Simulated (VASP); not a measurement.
# Sb (R-3m) in VASP: further runs

The runs below take Sb through single point, with PBE.

Program: VASP 6.6.1. These are calculated values, not measurements. Logs are shortened: lines on timing, memory, paths and dates and some standing lists are left out, and cuts for length are marked.

**1. The cell of the first run**

It takes space group R-3m (No. 166, trigonal). Conventional cell: a = 4.376 Å, b = 4.376 Å, c = 11.530 Å, α = 90.00°, β = 90.00°, γ = 120.00°. Within 3.9 Å of Sb (site symmetry 3m) lie 6 Sb at 2.95 to 3.43 Å.

**2. Single point, PBE**

File INCAR:

```
SYSTEM = Sb
PREC     = Accurate       ! precision mode
ENCUT    = 520            ! plane-wave cutoff, eV
EDIFF    = 1E-7           ! SCF threshold, eV
ISMEAR   = -1             ! smearing method
SIGMA    = 0.1            ! smearing width, eV
LREAL    = .False.        ! projectors in reciprocal space
LASPH    = .True.         ! aspherical terms in the spheres
NELM     = 80             ! most SCF steps
ALGO     = Normal         ! electronic algorithm
ISIF     = 2              ! what is computed and relaxed
LWAVE    = .False.        ! write WAVECAR
LCHARG   = .True.         ! write CHGCAR
GGA      = PE             ! functional
LELF     = .True.         ! ELF
LVHAR    = .True.       
NBANDS   = 12             ! bands
```

File KPOINTS:

```
Automatic mesh
0
Gamma
  5 5 5
  0 0 0
```

File POSCAR:

```
Sb
1.0
    2.1879029667      1.2631863668      3.8431731385
   -2.1879029667      1.2631863668      3.8431731385
    0.0000000000     -2.5263727336      3.8431731385
Sb
2
Direct
    0.2326795448      0.2326795448      0.2326795448
    0.7673204552      0.7673204552      0.7673204552
```

Potentials or basis: VASP PAW PBE potentials, release 64 (Sb).

On the command line:

```console
$ cat potpaw_PBE.64/Sb/POTCAR > POTCAR
$ mpirun -np 1 vasp_std > vasp.out
```

OUTCAR:

```text
SYSTEM = Sb
   PREC = Accurate
   ENCUT = 520
   EDIFF = 1E-7
   ISMEAR = -1
   LREAL = .False.
   LASPH = .True.
   NELM = 80
   ISIF = 2
   GGA = PE

 ion  position               nearest neighbor table
   1  0.233  0.233  0.233-   2 2.95   2 2.95   2 2.95   2 3.43   2 3.43   2 3.43
   2  0.767  0.767  0.767-   1 2.95   1 2.95   1 2.95   1 3.43   1 3.43   1 3.43

  LATTYP: Found a trigonal (rhomboedric) cell.
 ALAT       =     4.5991889460
 COS(alpha) =     0.5473905614

  Lattice vectors:

 A1 = (   2.1879029667,   1.2631863668,   3.8431731385)
 A2 = (  -2.1879029667,   1.2631863668,   3.8431731385)
 A3 = (   0.0000000000,  -2.5263727336,   3.8431731385)

Analysis of symmetry for initial positions (statically):
=====================================================================
 Subroutine PRICEL returns:
 Original cell was already a primitive cell.

 Routine SETGRP: Setting up the symmetry group for a
 trigonal (rhombohedral) supercell.

 Subroutine GETGRP returns: Found 12 space group operations
 (whereof 12 operations were pure point group operations)
 out of a pool of 12 trial point group operations.

The static configuration has the point symmetry D_3d.

Analysis of symmetry for dynamics (positions and initial velocities):
=====================================================================
 Subroutine PRICEL returns:
 Original cell was already a primitive cell.

 Routine SETGRP: Setting up the symmetry group for a
 trigonal (rhombohedral) supercell.

 Subroutine GETGRP returns: Found 12 space group operations
 (whereof 12 operations were pure point group operations)
 out of a pool of 12 trial point group operations.

The dynamic configuration has the point symmetry D_3d.

 Subroutine INISYM returns: Found 12 space group operations
 (whereof 12 operations are pure point group operations),
 and found     1 'primitive' translations

----------------------------------------------------------------------------------------

                                     Primitive cell

  volume of cell :      63.7289

  direct lattice vectors                    reciprocal lattice vectors
     2.187902967  1.263186367  3.843173139     0.228529330  0.131941470  0.086733884
    -2.187902967  1.263186367  3.843173139    -0.228529330  0.131941470  0.086733884
     0.000000000 -2.526372734  3.843173139     0.000000000 -0.263882941  0.086733884

  length of vectors
     4.599188946  4.599188946  4.599188946     0.277771440  0.277771440  0.277771440

  position of ions in fractional coordinates (direct lattice)
     0.232679545  0.232679545  0.232679545
     0.767320455  0.767320455  0.767320455

  ion indices of the primitive-cell ions
   primitive index   ion index
                 1           1
                 2           2

----------------------------------------------------------------------------------------

 KPOINTS: Automatic mesh

Automatic generation of k-mesh.
 Grid dimensions read from file:
 generate k-points for:    5    5    5

 Generating k-lattice:

  Cartesian coordinates                     Fractional coordinates (reciprocal lattice)
     0.045705866  0.026388294  0.017346777     0.200000000  0.000000000  0.000000000
    -0.045705866  0.026388294  0.017346777     0.000000000  0.200000000  0.000000000
     0.000000000 -0.052776588  0.017346777     0.000000000  0.000000000  0.200000000

  Length of vectors
     0.055554288  0.055554288  0.055554288

  Shift w.r.t. Gamma in fractional coordinates (k-lattice)
     0.000000000  0.000000000  0.000000000

 Subroutine IBZKPT returns following result:
 ===========================================

 Found     19 irreducible k-points:

 Following reciprocal coordinates:
            Coordinates               Weight
  0.000000  0.000000  0.000000      1.000000
  0.200000  0.000000  0.000000      6.000000
  0.400000 -0.000000 -0.000000      6.000000
  0.200000  0.200000  0.000000      6.000000
  0.400000  0.200000  0.000000     12.000000
 -0.400000  0.200000  0.000000     12.000000
[... 11 lines left out ...]
  0.400000  0.400000  0.400000      2.000000
 -0.400000  0.400000  0.400000      6.000000
   k-points           NKPTS =     19   k-points in BZ     NKDIM =     19   number of bands    NBANDS=     12
   number of dos      NEDOS =    301   number of ions     NIONS =      2
   total plane-waves  NPLWV =  46656
   dimension x,y,z NGX =    36 NGY =   36 NGZ =   36
   dimension x,y,z NGXF=    72 NGYF=   72 NGZF=   72
   ions per type =               2
   NGX,Y,Z   is equivalent  to a cutoff of  13.01, 13.01, 13.01 a.u.
   NGXF,Y,Z  is equivalent  to a cutoff of  26.03, 26.03, 26.03 a.u.
 SYSTEM =  Sb
   PREC   = accura    normal or accurate (medium, high low for compatibility)
   ISTART =      0    job   : 0-new  1-cont  2-samecut
   ICHARG =      2    charge: 1-file 2-atom 10-const
   ISPIN  =      1    spin polarized calculation?
   LNONCOLLINEAR =      F non collinear calculations
[... 68 lines left out ...]
      8       9.2165      0.00000
      9      11.8010      0.00000
     10      11.8010      0.00000
     11      11.9226      0.00000
     12      13.3408      0.00000

 k-point     2 :       0.2000    0.0000    0.0000
  band No.  band energies     occupation
      1      -5.2873      2.00000
      2       0.2108      2.00000
      3       4.7071      2.00000
      4       4.8436      2.00000
      5       5.3530      2.00000
      6       8.1463      0.00000
      7       8.3476      0.00000
      8       8.4236      0.00000
      9      11.3212      0.00000
     10      11.8247      0.00000
     11      12.2703      0.00000
     12      15.4413      0.00000

 k-point     3 :       0.4000   -0.0000   -0.0000
  band No.  band energies     occupation
      1      -4.0925      2.00000
      2      -2.0201      2.00000
      3       4.7610      2.00000
      4       4.7982      2.00000
      5       5.9835      1.99813
      6       6.8863      0.22742
      7       7.0730      0.03888
      8       7.3977      0.00154
      9      12.9690      0.00000
     10      13.9383      0.00000
     11      14.4489      0.00000
     12      15.9499      0.00000

 k-point     4 :       0.2000    0.2000    0.0000
  band No.  band energies     occupation
      1      -5.1849      2.00000
      2       0.2354      2.00000
      3       3.8309      2.00000
      4       4.1861      2.00000
      5       5.6499      1.99993
      6       7.7108      0.00007
      7       8.8936      0.00000
      8       9.8847      0.00000
      9      10.9762      0.00000
     10      12.8306      0.00000
     11      13.1022      0.00000
     12      14.2192      0.00000

 k-point     5 :       0.4000    0.2000    0.0000
  band No.  band energies     occupation
      1      -4.3032      2.00000
      2      -1.2308      2.00000
      3       3.2507      2.00000
      4       3.8230      2.00000
      5       4.5619      2.00000
      6       8.9326      0.00000
      7       9.0231      0.00000
      8       9.4350      0.00000
      9      10.6791      0.00000
     10      14.4894      0.00000
     11      15.1613      0.00000
     12      15.7657      0.00000
[... 153 lines left out ...]
      1      -3.2917      2.00000
      2      -2.1484      2.00000
      3       2.1648      2.00000
      4       2.6690      2.00000
      5       5.3255      2.00000
      6       7.6007      0.00020
      7      10.3380      0.00000
      8      10.8954      0.00000
      9      12.0209      0.00000
     10      13.3713      0.00000
     11      15.4898      0.00000
     12      16.2985      0.00000

 k-point    17 :      -0.4000   -0.4000    0.2000
  band No.  band energies     occupation
      1      -3.4261      2.00000
      2      -1.7897      2.00000
      3       1.5357      2.00000
      4       3.4940      2.00000
      5       3.8268      2.00000
      6       8.8967      0.00000
      7      10.0589      0.00000
      8      11.2622      0.00000
      9      12.5362      0.00000
     10      14.6689      0.00000
     11      15.3912      0.00000
     12      16.7686      0.00000

 k-point    18 :       0.4000    0.4000    0.4000
  band No.  band energies     occupation
      1      -4.5605      2.00000
      2      -1.7104      2.00000
      3       5.2981      2.00000
      4       5.2981      2.00000
      5       6.0311      1.99699
      6       7.0864      0.03408
      7       7.0864      0.03408
      8       7.8039      0.00003
      9      12.8248      0.00000
     10      14.1290      0.00000
     11      14.1290      0.00000
     12      16.4450      0.00000

 k-point    19 :      -0.4000    0.4000    0.4000
  band No.  band energies     occupation
      1      -4.0308      2.00000
      2      -1.9245      2.00000
      3       2.7770      2.00000
      4       4.5198      2.00000
      5       5.3409      2.00000
      6       8.0548      0.00000
      7       8.3168      0.00000
      8      10.4140      0.00000
      9      12.4267      0.00000
     10      13.6708      0.00000
     11      14.0137      0.00000
     12      16.3861      0.00000

------------------------ aborting loop because EDIFF is reached ----------------------------------------

  FORCE on cell =-STRESS in cart. coord.  units (eV):
  Direction    XX          YY          ZZ          XY          YZ          ZX
  --------------------------------------------------------------------------------------
  -------------------------------------------------------------------------------------
  Total        0.0254040      0.0254040     -0.1707796     -0.0000000      0.0000000      0.0000000
  in kB        0.6386682      0.6386682     -4.2934841     -0.0000000      0.0000000      0.0000000
  external PRESSURE =      -1.0053826 kB  Pullay stress =       0.0000000 kB

 VOLUME and BASIS-vectors are now :
 -----------------------------------------------------------------------------
  energy-cutoff  :      520.00
  volume of cell :       63.73
      direct lattice vectors                 reciprocal lattice vectors
     2.187902967  1.263186367  3.843173139     0.228529330  0.131941470  0.086733884
    -2.187902967  1.263186367  3.843173139    -0.228529330  0.131941470  0.086733884
     0.000000000 -2.526372734  3.843173139     0.000000000 -0.263882941  0.086733884

 POSITION                                       TOTAL-FORCE (eV/Angst)
 -----------------------------------------------------------------------------------
      0.00000      0.00000      2.68268         0.000000     -0.000000     -0.090340
      0.00000      0.00000      8.84684         0.000000      0.000000      0.090340
 -----------------------------------------------------------------------------------
    total drift:                               -0.000000     -0.000000     -0.000000

  FREE ENERGIE OF THE ION-ELECTRON SYSTEM (eV)
  ---------------------------------------------------
  free  energy   TOTEN  =        -8.3195506146 eV

  energy  without entropy=       -8.3073465164  energy(sigma->0) =       -8.31344857
```

Run time: 11 s. Hardware: 1 thread of Intel Xeon Platinum 8488C (Sapphire Rapids), shared host; peak memory 0.2 GiB.

What came out:

```yaml
Free_energy: -8.3196 eV
Pressure: -0.1 GPa
Largest_force: 0.090 eV/Å
```

Forces on the atoms (eV/Å):
```
Sb   0.000  0.000 -0.090
Sb   0.000  0.000  0.090
```

Stress tensor (GPa, compression positive):
```
 0.06  0.00  0.00
 0.00  0.06  0.00
 0.00  0.00 -0.43
```

Caveat: spin-orbit coupling is left out, which moves the levels of the heavy elements.

**3. Single point, PBE**

File INCAR:

```
SYSTEM = Sb
ALGO     = Normal         ! electronic algorithm
EDIFF    = 1E-7           ! SCF threshold, eV
ENCUT    = 520            ! plane-wave cutoff, eV
GGA      = PE             ! functional
ISIF     = 2              ! what is computed and relaxed
ISMEAR   = -1             ! smearing method
LASPH    = .TRUE.         ! aspherical terms in the spheres
LCHARG   = .FALSE.        ! write CHGCAR
LREAL    = .FALSE.        ! projectors in reciprocal space
LWAVE    = .FALSE.        ! write WAVECAR
NBANDS   = 12             ! bands
NELM     = 80             ! most SCF steps
PREC     = Accurate       ! precision mode
SIGMA    = 0.1            ! smearing width, eV
```

File KPOINTS:

```
k-points
0
G
  7 7 7
  0 0 0
```

POSCAR is that of step 2.

Potentials or basis: VASP PAW PBE potentials, release 64 (Sb).

On the command line:

```console
$ cat potpaw_PBE.64/Sb/POTCAR > POTCAR
$ mpirun -np 1 vasp_std > vasp.out
```

Run time: 20 s. Hardware: 1 thread of Intel Xeon Platinum 8488C (Sapphire Rapids), shared host; peak memory 0.21 GiB.

It converged, with:

```yaml
Free_energy: -8.2971 eV
Pressure: 0.0 GPa
Largest_force: 0.015 eV/Å
```

Forces in eV/Å, atoms in the order of the input:
```
Sb   0.000  0.000  0.015
Sb   0.000  0.000 -0.015
```

Stress tensor (GPa, compression positive):
```
 0.06  0.00  0.00
 0.00  0.06  0.00
 0.00  0.00 -0.10
```

Levels at points of the mesh, in eV from the Fermi level:
```csv
k point,band 2,band 3,band 4,band 5,band 6,band 7,band 8,band 9
"(0.00, 0.00, 0.00)",-5.03,-1.91,-1.66,-1.66,2.00,2.62,2.62,5.21
```

Caveat: spin-orbit coupling is left out, which moves the levels of the heavy elements.

**4. Single point, PBE**

File INCAR:

```
SYSTEM = Sb
PREC = Accurate
ENCUT = 520
EDIFF = 1E-6
ISMEAR = -1
SIGMA = 0.1
LREAL = .FALSE.
LASPH = .TRUE.
NELM = 80
ALGO = Normal
ISIF = 2
LWAVE = .FALSE.
LCHARG = .FALSE.
GGA = PE
NBANDS = 12
```

File KPOINTS:

```
Automatic mesh
0
G
  9 9 9
  0 0 0
```

POSCAR is that of step 3.

On the command line:

```console
$ cat potpaw_PBE.64/Sb/POTCAR > POTCAR
$ mpirun -np 1 vasp_std > vasp.out
```

Wall time 32 s (1 thread of Intel Xeon Platinum 8488C (Sapphire Rapids), shared host); peak memory 0.23 GiB.

The run converged. Its results:

| Property | Result |
| --- | --- |
| Free energy | -8.2843 eV |
| Pressure | 0.1 GPa |
| Largest force | 0.036 eV/Å |

Forces in eV/Å, atoms in the order of the input:
```
Sb   0.000  0.000  0.036
Sb   0.000  0.000 -0.036
```

Levels at points of the mesh, in eV from the Fermi level:
```tsv
k point	band 2	band 3	band 4	band 5	band 6	band 7	band 8	band 9
(0.00, 0.00, 0.00)	-5.04	-1.92	-1.67	-1.67	1.98	2.61	2.61	5.20
```

Caveat: spin-orbit coupling is left out, which moves the levels of the heavy elements.

**5. Single point, PBE**

File INCAR:

```
ALGO     = Normal         # electronic algorithm
EDIFF    = 1E-6           # SCF threshold, eV
ENCUT    = 520            # plane-wave cutoff, eV
GGA      = PE             # functional
ISIF     = 2              # what is computed and relaxed
ISMEAR   = -1             # smearing method
LASPH    = True           # aspherical terms in the spheres
LCHARG   = False          # write CHGCAR
LREAL    = False          # projectors in reciprocal space
LWAVE    = False          # write WAVECAR
NBANDS   = 12             # bands
NELM     = 100            # most SCF steps
PREC     = Accurate       # precision mode
SIGMA    = 0.1            # smearing width, eV
```

File KPOINTS:

```
k-points
0
Gamma
  9 9 9
```

POSCAR is that of step 4.

On the command line:

```console
$ cat potpaw_PBE.64/Sb/POTCAR > POTCAR
$ mpirun -np 1 vasp_std > vasp.out
```

Wall time 31 s (1 thread of Intel Xeon Platinum 8488C (Sapphire Rapids), shared host); peak memory 0.23 GiB.

Results (log left out):

```
Free energy   : -8.2843 eV
Pressure      : 0.1 GPa
Largest force : 0.036 eV/Å
```

Forces on the atoms (eV/Å):
```
Sb   0.000  0.000  0.036
Sb   0.000  0.000 -0.036
```

Levels at points of the mesh, in eV from the Fermi level:
| k point | band 1 | band 2 | band 3 | band 4 | band 5 | band 6 | band 7 | band 8 | band 9 | band 10 |
| --- | --- | --- | --- | --- | --- | --- | --- | --- | --- | --- |
| (0.00, 0.00, 0.00) | -12.31 | -5.04 | -1.92 | -1.67 | -1.67 | 1.98 | 2.61 | 2.61 | 5.20 | 5.20 |

Caveat: spin-orbit coupling is left out, which moves the levels of the heavy elements.

**6. Single point, PBE**

File INCAR:

```
PREC = Accurate ; ENCUT = 520
EDIFF = 1E-6 ; ISMEAR = -1
SIGMA = 0.01 ; LREAL = F
LASPH = T ; NELM = 60
ALGO = Normal ; ISIF = 2
LWAVE = F ; LCHARG = F
GGA = PE ; NBANDS = 12
```

File KPOINTS:

```
regular mesh
0
Gamma
  9 9 9
```

POSCAR is that of step 5.

Potentials or basis: VASP PAW PBE potentials, release 64 (Sb).

On the command line:

```console
$ cat potpaw_PBE.64/Sb/POTCAR > POTCAR
$ mpirun -np 1 vasp_std > vasp.out
```

Wall time 27 s (1 thread of Intel Xeon Platinum 8488C (Sapphire Rapids), shared host); peak memory 0.23 GiB.

The run converged. Its results:

| Property | Result |
| --- | --- |
| Free energy | -8.2815 eV |
| Pressure | 0.1 GPa |
| Largest force | 0.027 eV/Å |

Forces in eV/Å, atoms in the order of the input:
```
Sb   0.000  0.000  0.027
Sb   0.000  0.000 -0.027
```

Stress tensor (GPa, compression positive):
```
0.11 0.00 0.00
0.00 0.11 0.00
0.00 0.00 0.01
```

Levels at points of the mesh, in eV from the Fermi level:
```
           k point  band 1  band 2  band 3  band 4  band 5  band 6  band 7  band 8  band 9  band 10
(0.00, 0.00, 0.00)  -12.27   -5.00   -1.88   -1.63   -1.63    2.02    2.65    2.65    5.24     5.24
```

Caveat: spin-orbit coupling is left out, which moves the levels of the heavy elements.

**7. The runs side by side**

| k mesh | smearing | pressure (GPa) | largest force (eV/Å) |
| --- | --- | --- | --- |
| 5 × 5 × 5 | fermi-dirac 0.1 eV | -0.1 | 0.09 |
| 7 × 7 × 7 | fermi-dirac 0.1 eV | 0.0 | 0.02 |
| 9 × 9 × 9 | fermi-dirac 0.1 eV | 0.1 | 0.04 |
| 9 × 9 × 9 | fermi-dirac 0.01 eV | 0.1 | 0.03 |

Alike in all rows: task single point; level PBE; potentials or basis VASP PAW PBE potentials, release 64 (Sb); no spin polarisation; cell as given; cutoff (eV) 520.

Caveats: spin-orbit coupling is left out, which moves the levels of the heavy elements.

Absolute energies hang on the potentials; compare differences alone.
